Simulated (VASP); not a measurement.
# Ni (Pm-3m) in VASP: a series of runs

Ni is run at these levels: BLYP; tasks: relaxation of cell and atoms, single point.

All numbers are computed with VASP 6.6.1; they aren't measurements. Logs are shortened: lines on timing, memory, paths and dates and some standing lists are left out, and cuts for length are marked.

### Step 1. The cell of the first run

Symmetry: Pm-3m, No. 221, cubic system. Conventional cell: a = 2.278 Å, b = 2.278 Å, c = 2.278 Å, α = 90.00°, β = 90.00°, γ = 90.00°. Within 3.0 Å of Ni (site symmetry m-3m) lie 6 Ni at 2.28 Å.

### Step 2. Relaxation of cell and atoms, BLYP

INCAR

```
SYSTEM = Ni
PREC = Accurate
ENCUT = 600
EDIFF = 1E-7
ISMEAR = -1
SIGMA = 0.1
LREAL = .False.
LASPH = .True.
NELM = 60
ALGO = Normal
ISIF = 3
LWAVE = .False.
LCHARG = .False.
GGA = B5
ALDAX = 1.0
AGGAX = 1.0
AGGAC = 1.0
ALDAC = 0.0
IBRION = 2
NSW = 80
EDIFFG = -0.01
```

KPOINTS

```
Automatic mesh
0
Gamma
  14 14 14
  0 0 0
```

POSCAR

```
Ni
1.0
    2.2775907947      0.0000000000      0.0000000000
    0.0000000000      2.2775907947      0.0000000000
    0.0000000000      0.0000000000      2.2775907947
Ni
1
Direct
    0.0000000000      0.0000000000      0.0000000000
```

Potentials or basis: VASP PAW PBE potentials, release 64 (Ni).

Launch:

```sh
> cat potpaw_PBE.64/Ni/POTCAR > POTCAR
> mpirun -np 1 vasp_std > vasp.out
```

OUTCAR:

```text
SYSTEM = Ni
   PREC = Accurate
   ENCUT = 600
   EDIFF = 1E-7
   ISMEAR = -1
   LREAL = .False.
   LASPH = .True.
   NELM = 60
   ISIF = 3
   GGA = B5
   IBRION = 2
   NSW = 80
   EDIFFG = -0.01

 ion  position               nearest neighbor table
   1  0.000  0.000  0.000-

  LATTYP: Found a simple cubic cell.
 ALAT       =     2.2775907947

  Lattice vectors:

 A1 = (   2.2775907947,   0.0000000000,   0.0000000000)
 A2 = (   0.0000000000,   2.2775907947,   0.0000000000)
 A3 = (   0.0000000000,   0.0000000000,   2.2775907947)

Analysis of symmetry for initial positions (statically):
=====================================================================
 Subroutine PRICEL returns:
 Original cell was already a primitive cell.

 Routine SETGRP: Setting up the symmetry group for a
 simple cubic supercell.

 Subroutine GETGRP returns: Found 48 space group operations
 (whereof 48 operations were pure point group operations)
 out of a pool of 48 trial point group operations.

The static configuration has the point symmetry O_h .

Analysis of symmetry for dynamics (positions and initial velocities):
=====================================================================
 Subroutine PRICEL returns:
 Original cell was already a primitive cell.

 Routine SETGRP: Setting up the symmetry group for a
 simple cubic supercell.

 Subroutine GETGRP returns: Found 48 space group operations
 (whereof 48 operations were pure point group operations)
 out of a pool of 48 trial point group operations.

The dynamic configuration has the point symmetry O_h .

 Subroutine INISYM returns: Found 48 space group operations
 (whereof 48 operations are pure point group operations),
 and found     1 'primitive' translations

----------------------------------------------------------------------------------------

                                     Primitive cell

  volume of cell :      11.8148

  direct lattice vectors                    reciprocal lattice vectors
     2.277590795  0.000000000  0.000000000     0.439060433  0.000000000  0.000000000
     0.000000000  2.277590795  0.000000000     0.000000000  0.439060433  0.000000000
     0.000000000  0.000000000  2.277590795     0.000000000  0.000000000  0.439060433

  length of vectors
     2.277590795  2.277590795  2.277590795     0.439060433  0.439060433  0.439060433

[... 87 lines left out ...]
   TEBEG  =    0.0;   TEEND  =   0.0 temperature during run
   PSTRESS=    0.0 pullay stress
   NELECT =      10.0000    total number of electrons
   NUPDOWN=      -1.0000    fix difference up-down
   EMIN   =  10.00;   EMAX   =-10.00  energy-range for DOS
   EFERMI =   0.00;   METHOD = LEGACY
   ISMEAR =    -1;   SIGMA  =   0.10  broadening in eV -4-tet -1-fermi 0-gaus
   EFERMI_NEDOS =   21; number of points for ismear=-14 and -15
   IALGO  =     38    algorithm
   IMIX   =      4    mixing-type and parameters
     AMIX     =   0.40;   BMIX     =  1.00
     AMIX_MAG =   1.60;   BMIX_MAG =  1.00
  volume/ion in A,a.u.               =      11.81        79.73
  Fermi-wavevector in a.u.,A,eV,Ry     =   1.548576  2.926384 32.627954  2.398087
  Thomas-Fermi vector in A             =   2.653506
   LORBIT       =      0    0 simple, 1 ext, 2 COOP (PROOUT), +10 PAW based schemes
   GGA     = B5    functional components
   LHFCALC =     F    Hartree Fock is set to
   AEXX    =    0.0000 exact exchange contribution
   IVDW    =     0    specifies the selected vdW correction
   LEPSILON=     F    determine dielectric tensor
   LRPA    =     F    only Hartree local field effects (RPA)
 conjugate gradient relaxation of ions
 non-spin polarized calculation
  energy-cutoff  :      600.00
  volume of cell :       11.81
 maximum number of plane-waves:       407
   NGX =  9   NGY =  9   NGZ =  9

--------------------------------------- Ionic step        1  -------------------------------------------

 number of electron      10.0000000 magnetization

 number of electron       9.9999996 magnetization

 Free energy of the ion-electron system (eV)
  ---------------------------------------------------
  ext. energy  EPLUGINS =         0.00000000
  ---------------------------------------------------
  free energy    TOTEN  =        -4.02815764 eV

  energy without entropy =       -3.95663186  energy(sigma->0) =       -3.99239475

------------------------ aborting loop because EDIFF is reached ----------------------------------------

  FORCE on cell =-STRESS in cart. coord.  units (eV):
  Direction    XX          YY          ZZ          XY          YZ          ZX
  --------------------------------------------------------------------------------------
  -------------------------------------------------------------------------------------
  Total        1.3765759      1.3765759      1.3765759      0.0000000      0.0000000     -0.0000000
  in kB      186.6739255    186.6739255    186.6739255      0.0000000      0.0000000     -0.0000000
  external PRESSURE =     186.6739255 kB  Pullay stress =       0.0000000 kB
[... 57 lines left out ...]
--------------------------------------- Ionic step        3  -------------------------------------------

 number of electron       9.9999990 magnetization

 Free energy of the ion-electron system (eV)
  ---------------------------------------------------
  ext. energy  EPLUGINS =         0.00000000
  ---------------------------------------------------
  free energy    TOTEN  =        -4.10350389 eV

  energy without entropy =       -4.02309480  energy(sigma->0) =       -4.06329935

 E-fermi :   7.2049     XC(G=0): -11.4189

 val. band max:        7.1998513260   @ k =   0.3571   0.0714   0.0714
 cond. band min:       7.2074496380   @ k =   0.4286   0.3571   0.2143
 fundamental gap:      0.0075983119
 Fermi energy:         7.2048710785

 k-point     1 :       0.0000    0.0000    0.0000
  band No.  band energies     occupation
      1      -0.2276      2.00000
      2       4.1504      2.00000
      3       4.1505      2.00000
      4       7.2248      0.90065
      5       7.2248      0.90065
      6       7.2248      0.90063
      7      26.1332      0.00000
      8      26.1332      0.00000
      9      26.1332      0.00000
[... 265 lines left out ...]
 k-point    24 :       0.3571    0.2143    0.0000
  band No.  band energies     occupation
      1       3.6030      2.00000
      2       4.7428      2.00000
      3       5.4818      2.00000
      4       6.4885      1.99845
      5       6.9373      1.87114
      6       7.0694      1.58995
      7      14.4346      0.00000
      8      22.3179      0.00000
      9      29.4092      0.00000

 [... further k-points ...]
[... 5 lines left out ...]
  --------------------------------------------------------------------------------------
  -------------------------------------------------------------------------------------
  Total       -0.0033552     -0.0033552     -0.0033552     -0.0000000      0.0000000      0.0000000
  in kB       -0.4051671     -0.4051671     -0.4051671     -0.0000000      0.0000000      0.0000000
  external PRESSURE =      -0.4051671 kB  Pullay stress =       0.0000000 kB
[... 16 lines left out ...]
  FREE ENERGIE OF THE ION-ELECTRON SYSTEM (eV)
  ---------------------------------------------------
  free  energy   TOTEN  =        -4.1035038908 eV

  energy  without entropy=       -4.0230948050  energy(sigma->0) =       -4.06329935

 reached required accuracy - stopping structural energy minimisation
```

Wall time 34 s (1 thread of Intel Xeon 6975P-C, shared host); peak memory 0.13 GiB.

What came out:

| Item | Value |
| --- | --- |
| Free energy | -4.1035 eV |
| Relaxed volume | 13.27 Å³/atom |
| Relaxed cell | a = 2.367 Å, b = 2.367 Å, c = 2.367 Å, α = 90.00°, β = 90.00°, γ = 90.00° |
| Space group after relaxing (to 0.05 Å) | Pm-3m (No. 221) |
| Energy gained by relaxing | 75.3 meV/atom |
| Ionic steps | 3 |
| Pressure after relaxing | 0.0 GPa |
| Band gap on the k mesh | zero (band 5 reaches 7.97 eV, above the bottom of band 6 at 6.75 eV) |

Step by step:
```csv
step,energy change (eV),largest force (eV/Å),pressure (GPa),volume (Å³)
1,0.0000,0.0000,18.67,11.81
2,-0.0477,0.0000,-7.72,14.33
3,-0.0753,0.0000,-0.04,13.27
```

Final structure:
```
CELL_PARAMETERS angstrom
2.36735 0.00000 0.00000
0.00000 2.36735 0.00000
0.00000 0.00000 2.36735
ATOMIC_POSITIONS crystal
Ni 0.00000 0.00000 0.00000
```

Caveat: the PAW data sets were made with another functional, which shifts forces and pressure a little; the run has no spin polarisation, though such a crystal can be magnetic. Spin polarisation is off, so any magnetic state and its effect on volume and gap are missing.

### Step 3. Single point, BLYP

This run uses another cell than the first one, of 13.26 Å³/atom, 1.122 times its volume.

INCAR

```
AGGAC = 1.0 ; AGGAX = 1.0
ALDAC = 0.0 ; ALDAX = 1.0
ALGO = Normal ; EDIFF = 1E-6
ENCUT = 520 ; GGA = B5
ISIF = 2 ; ISMEAR = -1
LASPH = T ; LCHARG = T
LELF = T ; LREAL = F
LVHAR = T ; LWAVE = F
NBANDS = 11 ; NELM = 60
PREC = Accurate ; SIGMA = 0.1
```

KPOINTS

```
k-points
0
Gamma
  22 22 22
```

POSCAR

```
Ni
1.0
    2.3669362900      0.0000000000      0.0000000000
    0.0000000000      2.3669362900      0.0000000000
    0.0000000000      0.0000000000      2.3669362900
Ni
1
Direct
    0.0000000000      0.0000000000      0.0000000000
```

Potentials or basis: VASP PAW PBE potentials, release 64 (Ni).

Launch:

```sh
> cat potpaw_PBE.64/Ni/POTCAR > POTCAR
> mpirun -np 1 vasp_std > vasp.out
```

OUTCAR:

```text
EDIFF = 1E-6
   ENCUT = 520
   GGA = B5
   ISIF = 2
   ISMEAR = -1
   LASPH = T
   LREAL = F
   NELM = 60
   PREC = Accurate

 ion  position               nearest neighbor table
   1  0.000  0.000  0.000-

  LATTYP: Found a simple cubic cell.
 ALAT       =     2.3669362900

  Lattice vectors:

 A1 = (   2.3669362900,   0.0000000000,   0.0000000000)
 A2 = (   0.0000000000,   2.3669362900,   0.0000000000)
 A3 = (   0.0000000000,   0.0000000000,   2.3669362900)

Analysis of symmetry for initial positions (statically):
[... 506 lines left out ...]
      3       4.3227      2.00000
      4       7.0597      1.63896
      5       7.1400      1.34078
      6       7.1668      1.21714
      7      23.5264      0.00000
      8      24.1693      0.00000
      9      26.7738      0.00000
     10      30.9694      0.00000
     11      33.2963      0.00000

 [... further k-points ...]
[... 5 lines left out ...]
  --------------------------------------------------------------------------------------
  -------------------------------------------------------------------------------------
  Total        0.0036851      0.0036851      0.0036851     -0.0000000     -0.0000000     -0.0000000
  in kB        0.4452511      0.4452511      0.4452511     -0.0000000     -0.0000000     -0.0000000
  external PRESSURE =       0.4452511 kB  Pullay stress =       0.0000000 kB

 VOLUME and BASIS-vectors are now :
 -----------------------------------------------------------------------------
  energy-cutoff  :      520.00
  volume of cell :       13.26
      direct lattice vectors                 reciprocal lattice vectors
     2.366936290  0.000000000  0.000000000     0.422487079  0.000000000  0.000000000
     0.000000000  2.366936290  0.000000000     0.000000000  0.422487079  0.000000000
     0.000000000  0.000000000  2.366936290     0.000000000  0.000000000  0.422487079

 POSITION                                       TOTAL-FORCE (eV/Angst)
 -----------------------------------------------------------------------------------
      0.00000      0.00000      0.00000         0.000000      0.000000      0.000000
 -----------------------------------------------------------------------------------
    total drift:                                0.000000      0.000000      0.000000

  FREE ENERGIE OF THE ION-ELECTRON SYSTEM (eV)
  ---------------------------------------------------
  free  energy   TOTEN  =        -4.1052060237 eV

  energy  without entropy=       -4.0267622261  energy(sigma->0) =       -4.06598412
```

stdout:

```text
POSCAR found type information on POSCAR Ni
 POSCAR found :  1 types and       1 ions
 scaLAPACK will be used
 -----------------------------------------------------------------------------
|                                                                             |
|                                                                             |
|     You enforced a specific xc type in the INCAR file but a different       |
|     I HOPE YOU KNOW WHAT YOU ARE DOING!                                     |
|                                                                             |
 -----------------------------------------------------------------------------

 LDA part: xc-table for (Slater(with rela. corr.)+VWN5), standard interpolation
 POSCAR, INCAR and KPOINTS ok, starting setup
 FFT: planning ... GRIDC
 FFT: planning ... GRID_SOFT
 FFT: planning ... GRID
 WAVECAR not read
 entering main loop
```

Run time: 34 s. Hardware: 1 thread of Intel Xeon 6975P-C, shared host; peak memory 0.16 GiB.

What came out:

| Quantity | Value |
| --- | --- |
| Free energy | -4.1052 eV |
| Pressure | 0.0 GPa |
| Band gap on the k mesh | zero (band 5 reaches 7.98 eV, above the bottom of band 6 at 6.78 eV) |

Caveat: the PAW data sets were made with another functional, which shifts forces and pressure a little; the run has no spin polarisation, though such a crystal can be magnetic. Spin polarisation is off, so any magnetic state and its effect on volume and gap are missing.
